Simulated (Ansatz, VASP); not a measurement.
## WS2: VASP beside Ansatz

```
W S
1.0
     3.15426    0.00000    0.00000
    -1.57713    2.73167    0.00000
     0.00000    0.00000   12.14175
W S
2 4
Direct
  0.33333 0.66667 0.25000
  0.66667 0.33333 0.75000
  0.33333 0.66667 0.62031
  0.66667 0.33333 0.12031
  0.33333 0.66667 0.87969
  0.66667 0.33333 0.37969
```

Alike in both runs: functional PBE; dispersion D3(BJ); k mesh 12 × 12 × 4; occupations gaussian, width 0.02 eV; no spin polarisation.

Ansatz relaxed the structure, and its values are those at the end. VASP's run is a single point on that final structure, the one shown.

```csv
,VASP,Ansatz
version,VASP 6.6.1,Ansatz 0.2.0
potentials or method,"VASP PAW PBE potentials, release 64 (W_sv, S), cutoff 520 eV","scalar-relativistic, plane waves, PAW"
valence electrons in the cell,52,52
```

```tsv
	VASP	Ansatz	Ansatz less VASP
gap on the k mesh at the Fermi level (eV)	0.91	0.89	-0.016
least direct gap on the mesh (eV)	1.83	1.83	-0.002
pressure (GPa)	-0.1	0.0	+0.05
```

Neither program's run includes spin-orbit coupling.
